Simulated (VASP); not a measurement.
# MoS2 in VASP: further runs

MoS2 is run at these levels: PBE+D3(BJ); tasks: single point.

Program: VASP 6.6.1. These are calculated values, not measurements. Logs are shortened: lines on timing, memory, paths and dates and some standing lists are left out, and cuts for length are marked.

## 1. The cell of the first run

The structure is hexagonal, space group P6_3/mmc (No. 194). Conventional cell: a = 3.149 Å, b = 3.149 Å, c = 12.092 Å, α = 90.00°, β = 90.00°, γ = 120.00°. Mo (site symmetry -6m2) has 6 S at 2.44 Å and 6 Mo at 3.15 Å within 3.2 Å. Within 3.4 Å of S (site symmetry 3m) lie 3 Mo at 2.44 Å and 10 S at 3.15 to 3.33 Å.

## 2. Single point, PBE+D3(BJ) (atoms displaced along a vibrational mode)

INCAR reads:

```
SYSTEM = MoS2
PREC = Accurate ; ENCUT = 520
EDIFF = 1E-6 ; ISMEAR = 0
SIGMA = 0.05 ; LREAL = .False.
LASPH = .True. ; NELM = 100
ALGO = Normal ; ISIF = 2
LWAVE = .False. ; LCHARG = .False.
GGA = PE ; IVDW = 12
NBANDS = 35
```

KPOINTS reads:

```
regular mesh
0
Gamma
  12 12 4
  0 0 0
```

POSCAR reads:

```
MoS2
1.0
    3.1493579417      0.0000000000      0.0000000000
   -1.5746789709      2.7274239831      0.0000000000
    0.0000000000      0.0000000000     12.0917670417
Mo S
2 4
Direct
    0.3333333333      0.6666666667      0.2500000000
    0.6666666667      0.3333333333      0.7500000000
    0.3333333333      0.6666666667      0.6155347464
    0.6666666667      0.3333333333      0.1155347464
    0.3333333333      0.6666666667      0.8844652536
    0.6666666667      0.3333333333      0.3844652536
```

Potentials or basis: VASP PAW PBE potentials, release 64 (Mo_sv, S).

Run with:

```bash
> cat potpaw_PBE.64/Mo_sv/POTCAR potpaw_PBE.64/S/POTCAR > POTCAR
> mpirun -np 1 vasp_std > vasp.out
```

OUTCAR:

```text
SYSTEM = MoS2
   PREC = Accurate
   ENCUT = 520
   EDIFF = 1E-6
   ISMEAR = 0
   LREAL = .False.
   LASPH = .True.
   NELM = 100
   ISIF = 2
   GGA = PE
   IVDW = 12
 IVDW          = 12

 ion  position               nearest neighbor table
   1  0.333  0.667  0.250-   4 2.44   6 2.44   4 2.44   6 2.44   4 2.44   6 2.44
   2  0.667  0.333  0.750-   3 2.44   5 2.44   3 2.44   5 2.44   3 2.44   5 2.44
   3  0.333  0.667  0.616-   2 2.44   2 2.44   2 2.44
   4  0.667  0.333  0.116-   1 2.44   1 2.44   1 2.44
   5  0.333  0.667  0.884-   2 2.44   2 2.44   2 2.44
   6  0.667  0.333  0.384-   1 2.44   1 2.44   1 2.44

  LATTYP: Found a hexagonal cell.
 ALAT       =     3.1493579417
 C/A-ratio  =     3.8394387890

  Lattice vectors:

 A1 = (   3.1493579417,   0.0000000000,   0.0000000000)
 A2 = (  -1.5746789709,   2.7274239831,   0.0000000000)
 A3 = (   0.0000000000,   0.0000000000,  12.0917670417)

Analysis of symmetry for initial positions (statically):
=====================================================================
 Subroutine PRICEL returns:
 Original cell was already a primitive cell.

 Routine SETGRP: Setting up the symmetry group for a
 hexagonal supercell.

 Subroutine GETGRP returns: Found 24 space group operations
 (whereof 12 operations were pure point group operations)
 out of a pool of 24 trial point group operations.

The static configuration has the point symmetry D_3d.
 The point group associated with its full space group is D_6h.

Analysis of symmetry for dynamics (positions and initial velocities):
=====================================================================
 Subroutine PRICEL returns:
 Original cell was already a primitive cell.

 Routine SETGRP: Setting up the symmetry group for a
 hexagonal supercell.

 Subroutine GETGRP returns: Found 24 space group operations
 (whereof 12 operations were pure point group operations)
 out of a pool of 24 trial point group operations.

The dynamic configuration has the point symmetry D_3d.
 The point group associated with its full space group is D_6h.

 Subroutine INISYM returns: Found 24 space group operations
 (whereof 12 operations are pure point group operations),
 and found     1 'primitive' translations

----------------------------------------------------------------------------------------

                                     Primitive cell

  volume of cell :     103.8639

  direct lattice vectors                    reciprocal lattice vectors
     3.149357942  0.000000000  0.000000000     0.317525038  0.183323166  0.000000000
    -1.574678971  2.727423983  0.000000000     0.000000000  0.366646332  0.000000000
     0.000000000  0.000000000 12.091767042     0.000000000  0.000000000  0.082700899

  length of vectors
     3.149357942  3.149357942 12.091767042     0.366646332  0.366646332  0.082700899

  position of ions in fractional coordinates (direct lattice)
     0.333333333  0.666666667  0.250000000
     0.666666667  0.333333333  0.750000000
     0.333333333  0.666666667  0.615534746
     0.666666667  0.333333333  0.115534746
     0.333333333  0.666666667  0.884465254
     0.666666667  0.333333333  0.384465254

  ion indices of the primitive-cell ions
   primitive index   ion index
                 1           1
                 2           2
                 3           3
                 4           4
                 5           5
                 6           6

----------------------------------------------------------------------------------------

 KPOINTS: regular mesh

Automatic generation of k-mesh.
 Grid dimensions read from file:
 generate k-points for:   12   12    4

 Generating k-lattice:

  Cartesian coordinates                     Fractional coordinates (reciprocal lattice)
     0.026460420  0.015276931  0.000000000     0.083333333  0.000000000  0.000000000
     0.000000000  0.030553861  0.000000000     0.000000000  0.083333333  0.000000000
     0.000000000  0.000000000  0.020675225     0.000000000  0.000000000  0.250000000

  Length of vectors
     0.030553861  0.030553861  0.020675225

  Shift w.r.t. Gamma in fractional coordinates (k-lattice)
     0.000000000  0.000000000  0.000000000

 Subroutine IBZKPT returns following result:
 ===========================================

 Found     57 irreducible k-points:

 Following reciprocal coordinates:
            Coordinates               Weight
  0.000000  0.000000  0.000000      1.000000
  0.083333 -0.000000  0.000000      6.000000
  0.166667 -0.000000  0.000000      6.000000
  0.250000  0.000000  0.000000      6.000000
  0.333333  0.000000  0.000000      6.000000
  0.416667 -0.000000  0.000000      6.000000
[... 16 lines left out ...]
  0.250000  0.000000  0.250000     12.000000
  0.333333  0.000000  0.250000     12.000000
 [... further k-points ...]
   k-points           NKPTS =     57   k-points in BZ     NKDIM =     57   number of bands    NBANDS=     35
   number of dos      NEDOS =    301   number of ions     NIONS =      6
   total plane-waves  NPLWV =  51840
   dimension x,y,z NGX =    24 NGY =   24 NGZ =   90
   dimension x,y,z NGXF=    48 NGYF=   48 NGZF=  180
   ions per type =               2   4
   NGX,Y,Z   is equivalent  to a cutoff of  12.67, 12.67, 12.37 a.u.
   NGXF,Y,Z  is equivalent  to a cutoff of  25.34, 25.34, 24.75 a.u.
 SYSTEM =  MoS2
   PREC   = accura    normal or accurate (medium, high low for compatibility)
   ISTART =      0    job   : 0-new  1-cont  2-samecut
   ICHARG =      2    charge: 1-file 2-atom 10-const
   ISPIN  =      1    spin polarized calculation?
   LNONCOLLINEAR =      F non collinear calculations
   LSORBIT =      F    spin-orbit coupling
   LASPH  =      T    aspherical Exc in radial PAW
   ENCUT  =  520.0 eV  38.22 Ry    6.18 a.u.   5.86  5.86 22.48*2*pi/ulx,y,z
   NELM   =    100;   NELMIN=  2; NELMDL= -5     # of ELM steps
   EDIFF  = 0.1E-05   stopping-criterion for ELM
   LREAL  =      F    real-space projection
[... 7 lines left out ...]
   TEBEG  =    0.0;   TEEND  =   0.0 temperature during run
   PSTRESS=    0.0 pullay stress
   NELECT =      52.0000    total number of electrons
   NUPDOWN=      -1.0000    fix difference up-down
   EMIN   =  10.00;   EMAX   =-10.00  energy-range for DOS
   EFERMI =   0.00;   METHOD = LEGACY
   ISMEAR =     0;   SIGMA  =   0.05  broadening in eV -4-tet -1-fermi 0-gaus
   EFERMI_NEDOS =   21; number of points for ismear=-14 and -15
   IALGO  =     38    algorithm
   IMIX   =      4    mixing-type and parameters
     AMIX     =   0.40;   BMIX     =  1.00
     AMIX_MAG =   1.60;   BMIX_MAG =  1.00
  volume/ion in A,a.u.               =      17.31       116.82
  Fermi-wavevector in a.u.,A,eV,Ry     =   1.299933  2.456518 22.991493  1.689827
  Thomas-Fermi vector in A             =   2.431165
   LORBIT       =      0    0 simple, 1 ext, 2 COOP (PROOUT), +10 PAW based schemes
   GGA     = PE    functional components
   LHFCALC =     F    Hartree Fock is set to
   AEXX    =    0.0000 exact exchange contribution
   IVDW    =    12    specifies the selected vdW correction
   LEPSILON=     F    determine dielectric tensor
   LRPA    =     F    only Hartree local field effects (RPA)
 non-spin polarized calculation
 Gauss-broadening in eV      SIGMA  =   0.05
  energy-cutoff  :      520.00
  volume of cell :      103.86
 maximum number of plane-waves:      2820
 NGX is ok and might be reduce to    24
   NGX = 11   NGY = 11   NGZ = 45

 number of electron      52.0000000 magnetization

 Free energy of the ion-electron system (eV)
  ---------------------------------------------------
  ext. energy  EPLUGINS =         0.00000000
  ---------------------------------------------------
  free energy    TOTEN  =       -43.40483659 eV

  energy without entropy =      -43.40483659  energy(sigma->0) =      -43.40483659

 E-fermi :   8.1603     XC(G=0): -11.0849

 val. band max:        7.8105396380   @ k =   0.0000   0.0000   0.0000
 cond. band min:       8.5447219561   @ k =   0.1667   0.1667   0.0000
 fundamental gap:      0.7341823181
 Fermi energy:         8.1602723615

 k-point     1 :       0.0000    0.0000    0.0000
  band No.  band energies     occupation
      1     -53.6060      2.00000
      2     -53.6060      2.00000
      3     -27.7500      2.00000
      4     -27.7499      2.00000
      5     -27.5002      2.00000
      6     -27.5002      2.00000
[... 27 lines left out ...]
     34      10.2540      0.00000
     35      13.6373      0.00000

 k-point     2 :       0.0833   -0.0000    0.0000
  band No.  band energies     occupation
      1     -53.6032      2.00000
      2     -53.6032      2.00000
      3     -27.7448      2.00000
      4     -27.7446      2.00000
      5     -27.5276      2.00000
      6     -27.5276      2.00000
[... 27 lines left out ...]
     34      10.2527      0.00000
     35      14.1555      0.00000

 k-point     3 :       0.1667   -0.0000    0.0000
  band No.  band energies     occupation
      1     -53.5956      2.00000
      2     -53.5956      2.00000
      3     -27.7304      2.00000
      4     -27.7303      2.00000
      5     -27.6017      2.00000
      6     -27.6017      2.00000
[... 27 lines left out ...]
     34      10.6773      0.00000
     35      15.0180      0.00000
[... 723 lines left out ...]
 k-point    23 :       0.2500    0.0000    0.2500
  band No.  band energies     occupation
      1     -53.5851      2.00000
      2     -53.5851      2.00000
      3     -27.7107      2.00000
      4     -27.7106      2.00000
      5     -27.7016      2.00000
      6     -27.7016      2.00000
[... 27 lines left out ...]
     34      11.0637      0.00000
     35      15.0487      0.00000

 k-point    24 :       0.3333    0.0000    0.2500
  band No.  band energies     occupation
      1     -53.5746      2.00000
      2     -53.5746      2.00000
      3     -27.8000      2.00000
      4     -27.8000      2.00000
      5     -27.6909      2.00000
      6     -27.6909      2.00000
[... 27 lines left out ...]
     34      11.3539      0.00000
     35      14.2818      0.00000

 [... further k-points ...]

------------------------ aborting loop because EDIFF is reached ----------------------------------------

 Edisp (eV)   -2.62606

 E8    (eV) :    -1.0588

  FORCE on cell =-STRESS in cart. coord.  units (eV):
  Direction    XX          YY          ZZ          XY          YZ          ZX
  --------------------------------------------------------------------------------------
  -------------------------------------------------------------------------------------
  Total      -2.25434    -2.25434    -6.50061     0.00000    -0.00000     0.00000
  in kB     -34.77492   -34.77492  -100.27680     0.00000    -0.00000     0.00000
  external pressure =      -56.61 kB  Pullay stress =        0.00 kB

 VOLUME and BASIS-vectors are now :
 -----------------------------------------------------------------------------
  energy-cutoff  :      520.00
  volume of cell :      103.86
      direct lattice vectors                 reciprocal lattice vectors
     3.149357942  0.000000000  0.000000000     0.317525038  0.183323166  0.000000000
    -1.574678971  2.727423983  0.000000000     0.000000000  0.366646332  0.000000000
     0.000000000  0.000000000 12.091767042     0.000000000  0.000000000  0.082700899

 POSITION                                       TOTAL-FORCE (eV/Angst)
 -----------------------------------------------------------------------------------
     -0.00000      1.81828      3.02294         0.000000      0.000000     -0.000000
      1.57468      0.90914      9.06883        -0.000000     -0.000000     -0.000000
     -0.00000      1.81828      7.44290         0.000000     -0.000000      1.118842
      1.57468      0.90914      1.39702        -0.000000      0.000000      1.118842
     -0.00000      1.81828     10.69475         0.000000     -0.000000     -1.118842
      1.57468      0.90914      4.64886        -0.000000      0.000000     -1.118842
 -----------------------------------------------------------------------------------
    total drift:                               -0.000000      0.000000     -0.000000

  FREE ENERGIE OF THE ION-ELECTRON SYSTEM (eV)
  ---------------------------------------------------
  free  energy   TOTEN  =       -46.0309003737 eV

  energy  without entropy=      -46.0309003737  energy(sigma->0) =      -46.03090037
```

Run time: 2 min. Hardware: 1 thread of Intel Xeon Platinum 8259CL at 2.50GHz (Skylake/Cascade Lake), shared host; peak memory 0.32 GiB.

Results:

```
Free energy                : -46.0309 eV
Pressure                   : -5.7 GPa
Largest force              : 1.119 eV/Å
Band gap on the k mesh     : 0.73 eV (least direct gap 1.77 eV)
Dispersion energy per atom : -0.438 eV
```

Forces in eV/Å, atoms in the order of the input:
```
Mo   0.000  0.000  0.000
Mo   0.000  0.000  0.000
S    0.000  0.000  1.119
S    0.000  0.000  1.119
S    0.000  0.000 -1.119
S    0.000  0.000 -1.119
```

Stress tensor (GPa, compression positive):
```
 -3.48   0.00   0.00
  0.00  -3.48   0.00
  0.00   0.00 -10.03
```

Levels at points of the mesh, in eV from the valence-band top:
| k point | band 23 | band 24 | band 25 | band 26 | band 27 | band 28 | band 29 | band 30 |
| --- | --- | --- | --- | --- | --- | --- | --- | --- |
| (0.00, 0.00, 0.00) | -1.73 | -1.32 | -0.93 | 0.00 | 2.17 | 2.17 | 2.19 | 2.19 |
| (0.50, 0.00, 0.00) | -1.52 | -1.35 | -1.20 | -1.17 | 1.82 | 1.88 | 2.04 | 2.46 |
| (0.00, 0.00, 0.50) | -1.77 | -1.77 | -0.23 | -0.23 | 2.17 | 2.17 | 2.17 | 2.17 |
| (0.50, 0.00, 0.50) | -1.34 | -1.34 | -1.26 | -1.26 | 1.84 | 1.84 | 2.27 | 2.27 |

Caveat: the cell differs from its parent crystal (atoms displaced along a vibrational mode); the stress differs along the axes, from -10 to -3 GPa; forces of over 1 eV/Å act on the atoms, so gaps and moduli don't describe the material at rest. A k mesh can miss the band edges.

## 3. Single point, PBE+D3(BJ) (atoms displaced along several vibrational modes)

INCAR reads:

```
  PREC = Accurate
  ENCUT = 520
  EDIFF = 1E-7
  ISMEAR = 0
  SIGMA = 0.05
  LREAL = False
  LASPH = True
  NELM = 100
  ALGO = Normal
  ISIF = 2
  LWAVE = False
  LCHARG = False
  GGA = PE
  IVDW = 12
  NBANDS = 35
```

KPOINTS reads:

```
Automatic mesh
0
Gamma
  12 12 4
```

POSCAR reads:

```
MoS2
1.0
    3.1493579417      0.0000000000      0.0000000000
   -1.5746789709      2.7274239831      0.0000000000
    0.0000000000      0.0000000000     12.0917670417
Mo S
2 4
Direct
    0.3333333333      0.6666666667      0.2500000000
    0.6666666667      0.3333333333      0.7500000000
    0.3266787024      0.6533574048      0.6171887644
    0.6600120357      0.3200240715      0.1171887644
    0.3399879643      0.6799759285      0.8828112356
    0.6733212976      0.3466425952      0.3828112356
```

Potentials or basis: VASP PAW PBE potentials, release 64 (Mo_sv, S).

Run with:

```bash
> cat potpaw_PBE.64/Mo_sv/POTCAR potpaw_PBE.64/S/POTCAR > POTCAR
> mpirun -np 1 vasp_std > vasp.out
```

Run time: 3.8 min. Hardware: 1 thread of Intel Xeon 6975P-C (Granite Rapids), shared host; peak memory 0.57 GiB.

It converged, with:

- Free energy: -46.0838 eV
- Pressure: -3.8 GPa
- Largest force: 0.821 eV/Å
- Band gap on the k mesh: 0.76 eV (least direct gap 1.75 eV)
- Dispersion energy per atom: -0.438 eV

Forces on the atoms (eV/Å):
```
Mo   0.000 -0.016  0.001
Mo   0.000  0.016 -0.001
S    0.000  0.304  0.756
S    0.000  0.322  0.755
S    0.000 -0.322 -0.755
S    0.000 -0.304 -0.756
```

Stress tensor (GPa, compression positive):
```
-2.39  0.00  0.00
 0.00 -2.39 -2.87
 0.00 -2.87 -6.71
```

Levels at points of the mesh, in eV from the valence-band top:
```csv
k point,band 24,band 25,band 26,band 27,band 28,band 29
"(0.00, 0.00, 0.00)",-1.30,-0.99,0.00,2.12,2.12,2.18
"(0.50, 0.00, 0.00)",-1.39,-1.28,-1.24,1.75,1.81,2.03
"(0.00, 0.50, 0.00)",-1.38,-1.28,-1.24,1.75,1.81,2.03
"(0.00, 0.00, 0.50)",-1.90,-0.25,-0.25,2.11,2.11,2.16
"(0.50, 0.00, 0.50)",-1.44,-1.30,-1.30,1.77,1.78,2.23
"(0.00, 0.50, 0.50)",-1.44,-1.31,-1.29,1.77,1.78,2.23
```

Caveat: the cell differs from its parent crystal (atoms displaced along several vibrational modes); the cell stands under tension.

## 4. Single point, PBE+D3(BJ) (atoms displaced along several vibrational modes)

INCAR reads:

```
SYSTEM = MoS2
ALGO = Normal
EDIFF = 1E-7
ENCUT = 520
GGA = PE
ISIF = 2
ISMEAR = 0
IVDW = 12
LASPH = .TRUE.
LCHARG = .TRUE.
LELF = .TRUE.
LREAL = .FALSE.
LVHAR = .TRUE.
LWAVE = .FALSE.
NBANDS = 35
NELM = 100
PREC = Accurate
SIGMA = 0.05
```

KPOINTS reads:

```
k-points
0
G
  12 12 4
  0 0 0
```

POSCAR reads:

```
MoS2
1.0
    3.1493579417      0.0000000000      0.0000000000
   -1.5746789709      2.7274239831      0.0000000000
    0.0000000000      0.0000000000     12.0917670417
Mo S
2 4
Direct
    0.3333333333      0.6666666667      0.2500000000
    0.6666666667      0.3333333333      0.7500000000
    0.3266787024      0.6533574048      0.6238048362
    0.6600120357      0.3200240715      0.1238048362
    0.3399879643      0.6799759285      0.8761951638
    0.6733212976      0.3466425952      0.3761951638
```

Run with:

```bash
> cat potpaw_PBE.64/Mo_sv/POTCAR potpaw_PBE.64/S/POTCAR > POTCAR
> mpirun -np 1 vasp_std > vasp.out
```

Wall time 8.3 min (1 thread of Intel Xeon Platinum 8259CL at 2.50GHz (Skylake/Cascade Lake), shared host); peak memory 0.55 GiB.

It converged, with:

* Free energy: -46.0799 eV
* Pressure: 4.1 GPa
* Largest force: 0.920 eV/Å
* Band gap on the k mesh: 0.83 eV (least direct gap 1.64 eV)
* Dispersion energy per atom: -0.437 eV

Forces in eV/Å, atoms in the order of the input:
```
Mo   0.000 -0.022  0.001
Mo   0.000  0.022 -0.001
S    0.000  0.368 -0.831
S    0.000  0.391 -0.832
S    0.000 -0.391  0.832
S    0.000 -0.368  0.831
```

Stress tensor (GPa, compression positive):
```
 2.59  0.00  0.00
 0.00  2.59 -3.42
 0.00 -3.42  7.11
```

Levels at points of the mesh, in eV from the valence-band top:
```csv
k point,band 22,band 23,band 24,band 25,band 26,band 27,band 28,band 29,band 30,band 31
"(0.00, 0.00, 0.00)",-2.45,-2.45,-1.24,-1.21,0.00,1.99,1.99,2.01,2.01,2.28
"(0.50, 0.00, 0.00)",-2.60,-1.98,-1.77,-1.59,-1.44,1.47,1.52,1.93,2.18,2.85
"(0.00, 0.50, 0.00)",-2.60,-1.98,-1.77,-1.58,-1.43,1.47,1.52,1.93,2.18,2.85
"(0.00, 0.00, 0.50)",-2.47,-2.47,-2.46,-0.28,-0.28,1.99,1.99,2.00,2.01,2.35
"(0.50, 0.00, 0.50)",-2.71,-1.88,-1.88,-1.50,-1.50,1.49,1.49,2.06,2.07,3.21
"(0.00, 0.50, 0.50)",-2.68,-1.88,-1.87,-1.50,-1.50,1.49,1.49,2.06,2.07,3.20
```

Caveat: the cell differs from its parent crystal (atoms displaced along several vibrational modes); the cell stands under pressure. A k mesh can miss the band edges.

## 5. Overview

| cell | gap on the mesh (eV) | pressure (GPa) | largest force (eV/Å) |
| --- | --- | --- | --- |
| as given, atomic positions A | 0.73 | -5.7 | 1.12 |
| as given, atomic positions B | 0.76 | -3.8 | 0.82 |
| as given, atomic positions C | 0.83 | 4.1 | 0.92 |

Alike in all rows: task single point; level PBE+D3(BJ); potentials or basis VASP PAW PBE potentials, release 64 (Mo_sv, S); no spin polarisation; k mesh 12 × 12 × 4; cutoff (eV) 520; smearing gaussian 0.05 eV.

Caveats: the stress differs along the axes, from -10 to -3 GPa (at least some runs); forces of over 1 eV/Å act on the atoms, so gaps and moduli don't describe the material at rest (at least some runs); the cell stands under tension (at least some runs); the cell stands under pressure (at least some runs).

Total energies depend on the potentials used, so only differences within one code and one set of settings carry meaning.
